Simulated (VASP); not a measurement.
# BP (F-43m) in VASP: notebook, part 2 of 2

VASP 6.6.1. Earlier steps stand in the parts before.

## (4) Single point, PBE

This run uses another cell than the first one, of 11.68 Å³/atom, 0.962 times its volume.

The input, INCAR:

```
SYSTEM = BP
ALGO = Normal
EDIFF = 1E-7
ENCUT = 520
GGA = PE
ISIF = 2
ISMEAR = 0
LASPH = .True.
LCHARG = .False.
LREAL = .False.
LWAVE = .False.
NBANDS = 11
NELM = 80
PREC = Accurate
SIGMA = 0.05
```

The input, KPOINTS:

```
k-points
0
Gamma
  7 7 7
  0 0 0
```

The input, POSCAR:

```
BP
1.0
    0.0000000000      2.2690000000      2.2690000000
    2.2690000000      0.0000000000      2.2690000000
    2.2690000000      2.2690000000      0.0000000000
P B
1 1
Direct
    0.7500000000      0.7500000000      0.7500000000
    0.0000000000      0.0000000000      0.0000000000
```

Potentials or basis: VASP PAW PBE potentials, release 64 (P, B).

Run with:

```console
$ cat potpaw_PBE.64/P/POTCAR potpaw_PBE.64/B/POTCAR > POTCAR
$ mpirun -np 1 vasp_std > vasp.out
```

OUTCAR:

```text
SYSTEM = BP
   EDIFF = 1E-7
   ENCUT = 520
   GGA = PE
   ISIF = 2
   ISMEAR = 0
   LASPH = .True.
   LREAL = .False.
   NELM = 80
   PREC = Accurate

 ion  position               nearest neighbor table
   1  0.750  0.750  0.750-   2 1.97   2 1.97   2 1.97   2 1.97
   2  0.000  0.000  0.000-   1 1.97   1 1.97   1 1.97   1 1.97

  LATTYP: Found a face centered cubic cell.
 ALAT       =     4.5380000000

  Lattice vectors:

 A1 = (   0.0000000000,   2.2690000000,   2.2690000000)
 A2 = (   2.2690000000,   0.0000000000,   2.2690000000)
 A3 = (   2.2690000000,   2.2690000000,   0.0000000000)

Analysis of symmetry for initial positions (statically):
=====================================================================
 Subroutine PRICEL returns:
 Original cell was already a primitive cell.

 Routine SETGRP: Setting up the symmetry group for a
 face centered cubic supercell.

 Subroutine GETGRP returns: Found 24 space group operations
 (whereof 24 operations were pure point group operations)
 out of a pool of 48 trial point group operations.

The static configuration has the point symmetry T_d .

Analysis of symmetry for dynamics (positions and initial velocities):
=====================================================================
 Subroutine PRICEL returns:
 Original cell was already a primitive cell.

 Routine SETGRP: Setting up the symmetry group for a
 face centered cubic supercell.

 Subroutine GETGRP returns: Found 24 space group operations
 (whereof 24 operations were pure point group operations)
 out of a pool of 48 trial point group operations.

The dynamic configuration has the point symmetry T_d .

 Subroutine INISYM returns: Found 24 space group operations
 (whereof 24 operations are pure point group operations),
 and found     1 'primitive' translations

----------------------------------------------------------------------------------------

                                     Primitive cell

  volume of cell :      23.3633

  direct lattice vectors                    reciprocal lattice vectors
     0.000000000  2.269000000  2.269000000    -0.220361393  0.220361393  0.220361393
     2.269000000  0.000000000  2.269000000     0.220361393 -0.220361393  0.220361393
     2.269000000  2.269000000  0.000000000     0.220361393  0.220361393 -0.220361393

  length of vectors
     3.208850573  3.208850573  3.208850573     0.381677128  0.381677128  0.381677128

  position of ions in fractional coordinates (direct lattice)
     0.750000000  0.750000000  0.750000000
     0.000000000  0.000000000  0.000000000

  ion indices of the primitive-cell ions
   primitive index   ion index
                 1           1
                 2           2

----------------------------------------------------------------------------------------

 KPOINTS: k-points

Automatic generation of k-mesh.
 Grid dimensions read from file:
 generate k-points for:    7    7    7

 Generating k-lattice:

  Cartesian coordinates                     Fractional coordinates (reciprocal lattice)
    -0.031480199  0.031480199  0.031480199     0.142857143  0.000000000  0.000000000
     0.031480199 -0.031480199  0.031480199     0.000000000  0.142857143  0.000000000
     0.031480199  0.031480199 -0.031480199     0.000000000  0.000000000  0.142857143

  Length of vectors
     0.054525304  0.054525304  0.054525304

  Shift w.r.t. Gamma in fractional coordinates (k-lattice)
     0.000000000  0.000000000  0.000000000

 Subroutine IBZKPT returns following result:
 ===========================================

 Found     20 irreducible k-points:

 Following reciprocal coordinates:
            Coordinates               Weight
  0.000000  0.000000  0.000000      1.000000
  0.142857  0.000000  0.000000      8.000000
  0.285714  0.000000  0.000000      8.000000
  0.428571  0.000000  0.000000      8.000000
  0.142857  0.142857  0.000000      6.000000
  0.285714  0.142857  0.000000     24.000000
[... 12 lines left out ...]
 -0.428571  0.428571  0.142857     24.000000
 -0.285714  0.428571  0.142857     24.000000
   k-points           NKPTS =     20   k-points in BZ     NKDIM =     20   number of bands    NBANDS=     11
   number of dos      NEDOS =    301   number of ions     NIONS =      2
   total plane-waves  NPLWV =  13824
   dimension x,y,z NGX =    24 NGY =   24 NGZ =   24
   dimension x,y,z NGXF=    48 NGYF=   48 NGZF=   48
   ions per type =               1   1
   NGX,Y,Z   is equivalent  to a cutoff of  12.43, 12.43, 12.43 a.u.
   NGXF,Y,Z  is equivalent  to a cutoff of  24.87, 24.87, 24.87 a.u.
 SYSTEM =  BP
   PREC   = accura    normal or accurate (medium, high low for compatibility)
   ISTART =      0    job   : 0-new  1-cont  2-samecut
   ICHARG =      2    charge: 1-file 2-atom 10-const
   ISPIN  =      1    spin polarized calculation?
   LNONCOLLINEAR =      F non collinear calculations
   LSORBIT =      F    spin-orbit coupling
   LASPH  =      T    aspherical Exc in radial PAW
   ENCUT  =  520.0 eV  38.22 Ry    6.18 a.u.   5.97  5.97  5.97*2*pi/ulx,y,z
   NELM   =     80;   NELMIN=  2; NELMDL= -5     # of ELM steps
   EDIFF  = 0.1E-06   stopping-criterion for ELM
   LREAL  =      F    real-space projection
   EDIFFG = 0.1E-05   stopping-criterion for IOM
   NSW    =      0    number of steps for IOM
   IBRION =     -1    ionic relax: 0-MD 1-quasi-New 2-CG
   NFREE  =      0    steps in history (QN), initial steepest desc. (CG)
   ISIF   =      2    stress and relaxation
   ISYM   =      2    0-nonsym 1-usesym 2-fastsym
   POTIM  = 0.5000    time-step for ionic-motion
   TEBEG  =    0.0;   TEEND  =   0.0 temperature during run
   PSTRESS=    0.0 pullay stress
   NELECT =       8.0000    total number of electrons
   NUPDOWN=      -1.0000    fix difference up-down
   EMIN   =  10.00;   EMAX   =-10.00  energy-range for DOS
   EFERMI =   0.00;   METHOD = LEGACY
   ISMEAR =     0;   SIGMA  =   0.05  broadening in eV -4-tet -1-fermi 0-gaus
   EFERMI_NEDOS =   21; number of points for ismear=-14 and -15
   IALGO  =     38    algorithm
   IMIX   =      4    mixing-type and parameters
     AMIX     =   0.40;   BMIX     =  1.00
     AMIX_MAG =   1.60;   BMIX_MAG =  1.00
  volume/ion in A,a.u.               =      11.68        78.83
  Fermi-wavevector in a.u.,A,eV,Ry     =   1.145320  2.164342 17.847562  1.311759
  Thomas-Fermi vector in A             =   2.282009
   LORBIT       =      0    0 simple, 1 ext, 2 COOP (PROOUT), +10 PAW based schemes
   GGA     = PE    functional components
   LHFCALC =     F    Hartree Fock is set to
   AEXX    =    0.0000 exact exchange contribution
   IVDW    =     0    specifies the selected vdW correction
   LEPSILON=     F    determine dielectric tensor
   LRPA    =     F    only Hartree local field effects (RPA)
 non-spin polarized calculation
 Gauss-broadening in eV      SIGMA  =   0.05
  energy-cutoff  :      520.00
  volume of cell :       23.36
 maximum number of plane-waves:       640
   NGX = 11   NGY = 11   NGZ = 11

 number of electron       8.0000000 magnetization

 Free energy of the ion-electron system (eV)
  ---------------------------------------------------
  ext. energy  EPLUGINS =         0.00000000
  ---------------------------------------------------
  free energy    TOTEN  =       -12.92473539 eV

  energy without entropy =      -12.92473539  energy(sigma->0) =      -12.92473539

 E-fermi :   7.6596     XC(G=0): -10.9061

 val. band max:        7.4352660551   @ k =   0.0000   0.0000   0.0000
 cond. band min:       8.6739023822   @ k =   0.4286   0.4286   0.0000
 fundamental gap:      1.2386363271
 Fermi energy:         7.6595783048

 k-point     1 :       0.0000    0.0000    0.0000
  band No.  band energies     occupation
      1      -8.0260      2.00000
      2       7.4353      2.00000
      3       7.4353      2.00000
      4       7.4353      2.00000
      5      10.8349      0.00000
      6      10.8349      0.00000
      7      10.8349      0.00000
      8      14.8096      0.00000
      9      18.9475      0.00000
     10      19.5624      0.00000
     11      19.5624      0.00000
[... 253 lines left out ...]
 k-point    20 :      -0.2857    0.4286    0.1429
  band No.  band energies     occupation
      1      -3.1455      2.00000
      2      -0.5628      2.00000
      3       1.3024      2.00000
      4       3.0002      2.00000
      5      11.4766      0.00000
      6      14.3003      0.00000
      7      15.4322      0.00000
      8      15.9170      0.00000
      9      19.3815      0.00000
     10      22.0535      0.00000
     11      25.1435      0.00000

------------------------ aborting loop because EDIFF is reached ----------------------------------------

  FORCE on cell =-STRESS in cart. coord.  units (eV):
  Direction    XX          YY          ZZ          XY          YZ          ZX
  --------------------------------------------------------------------------------------
  -------------------------------------------------------------------------------------
  Total        0.1377253      0.1377253      0.1377253     -0.0000000      0.0000000     -0.0000000
  in kB        9.4447568      9.4447568      9.4447568     -0.0000000      0.0000000     -0.0000000
  external PRESSURE =       9.4447568 kB  Pullay stress =       0.0000000 kB

 VOLUME and BASIS-vectors are now :
 -----------------------------------------------------------------------------
  energy-cutoff  :      520.00
  volume of cell :       23.36
      direct lattice vectors                 reciprocal lattice vectors
     0.000000000  2.269000000  2.269000000    -0.220361393  0.220361393  0.220361393
     2.269000000  0.000000000  2.269000000     0.220361393 -0.220361393  0.220361393
     2.269000000  2.269000000  0.000000000     0.220361393  0.220361393 -0.220361393

 POSITION                                       TOTAL-FORCE (eV/Angst)
 -----------------------------------------------------------------------------------
      3.40350      3.40350      3.40350        -0.000000     -0.000000     -0.000000
      0.00000      0.00000      0.00000         0.000000      0.000000      0.000000
 -----------------------------------------------------------------------------------
    total drift:                               -0.000000     -0.000000     -0.000000

  FREE ENERGIE OF THE ION-ELECTRON SYSTEM (eV)
  ---------------------------------------------------
  free  energy   TOTEN  =       -12.9247353861 eV

  energy  without entropy=      -12.9247353861  energy(sigma->0) =      -12.92473539
```

Run time: 4.6 s. Hardware: 1 thread of AMD EPYC 7R43 (Zen 3), shared host; peak memory 0.1 GiB.

What came out:

- Free energy: -12.9247 eV
- Pressure: 0.9 GPa
- Band gap on the k mesh: 1.24 eV, indirect (least direct gap 3.40 eV)

Levels at points of the mesh, in eV from the valence-band top:
| k point | band 1 | band 2 | band 3 | band 4 | band 5 | band 6 | band 7 | band 8 | band 9 |
| --- | --- | --- | --- | --- | --- | --- | --- | --- | --- |
| (0.00, 0.00, 0.00) | -15.46 | 0.00 | 0.00 | 0.00 | 3.40 | 3.40 | 3.40 | 7.37 | 11.51 |

A k mesh can miss the band edges. Expect the measured gap to be larger: semilocal functionals such as PBE lack the derivative discontinuity.

## (5) Summary

```csv
level,cell,k mesh,smearing,gap on the mesh (eV),pressure (GPa)
PBEsol,"a = 3.251 Å, angles 60.0°, 2 atoms",10 × 10 × 10,fermi-dirac 0.05 eV,1.18,-7.8
PBEsol,"a = 3.272 Å, angles 60.0°, 2 atoms",10 × 10 × 10,fermi-dirac 0.05 eV,1.20,-10.3
PBE,"a = 3.209 Å, angles 60.0°, 2 atoms",7 × 7 × 7,gaussian 0.05 eV,1.24,0.9
```

Alike in all rows: task single point; potentials or basis VASP PAW PBE potentials, release 64 (P, B); no spin polarisation; cutoff (eV) 520.

Caveats: the PAW data sets were made with another functional, which shifts forces and pressure a little (some runs).

Absolute energies hang on the potentials; compare differences alone.
